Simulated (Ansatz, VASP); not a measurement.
**One calculation of KCl, two programs**

```
K Cl
1.0
     0.00000    3.15610    3.15610
     3.15610    0.00000    3.15610
     3.15610    3.15610    0.00000
K Cl
1 1
Cartesian
  0.0000 0.0000 0.3750
  3.1561 3.1561 3.1561
```

Change from the starting cell: all K atoms moved +0.375 Å, as atom 1 along Cartesian [0 0 1].

Alike in both runs: task single point; functional PBE; k mesh 6 × 6 × 6; occupations gaussian, width 0.05 eV; no spin polarisation.

|  | VASP | Ansatz |
| --- | --- | --- |
| version | VASP 6.6.1 | Ansatz 0.2.0 |
| potentials or method | VASP PAW PBE potentials, release 64 (K_sv, Cl), cutoff 520 eV | scalar-relativistic, plane waves, PAW |
| valence electrons in the cell | 16 | 16 |

```tsv
	VASP	Ansatz	Ansatz less VASP
gap on the k mesh at the Fermi level (eV)	5.18	5.18	+0.003
least direct gap on the mesh (eV)	5.18	5.18	+0.003
pressure (GPa)	1.7	1.6	-0.04
traceless stress, the component that is largest in VASP (GPa)	2.60	2.55	-0.045
rms of the force components (eV/Å)	0.422	0.414	-0.0074
```

Atom by atom the forces differ by 0.007 eV/Å (rms over components). The functional is the same, so the differences come from potentials, cutoffs and numerics.
